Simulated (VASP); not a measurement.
Here is a VASP 6.6.1 calculation.

INCAR

```
  PREC = Accurate
  ENCUT = 500
  EDIFF = 1E-6
  ISMEAR = 0
  SIGMA = 0.1
  LREAL = F
  LASPH = T
  NELM = 120
  ALGO = Normal
  ISIF = 2
  LWAVE = F
  LCHARG = F
  GGA = PE
  NBANDS = 23
  GGA_COMPAT = F
```

The input KPOINTS:

```
regular mesh
0
Gamma
  14 14 14
```

POSCAR

```
RbBr3
1.0
   -2.2585671000      2.2585671000      6.4370042300
    2.2585671000     -2.2585671000      6.4370042300
    2.2585671000      2.2585671000     -6.4370042300
Rb Br
1 3
Direct
    0.0000000000      0.0000000000      0.0000000000
    0.7500000000      0.2500000000      0.5000000000
    0.2500000000      0.7500000000      0.5000000000
    0.5000000000      0.5000000000      0.0000000000
```

Potentials or basis: VASP PAW PBE potentials, release 64 (Rb_sv, Br).

Launch:

```bash
$ cat potpaw_PBE.64/Rb_sv/POTCAR potpaw_PBE.64/Br/POTCAR > POTCAR
$ mpirun -np 1 vasp_std > vasp.out
```

(1) Estimate the pressure.

(2) What does it give for the band gap on the k mesh?

## Answers

(1) 0.7 GPa.

(2) zero (bands 15 and 16 overlap by 1.02 eV).
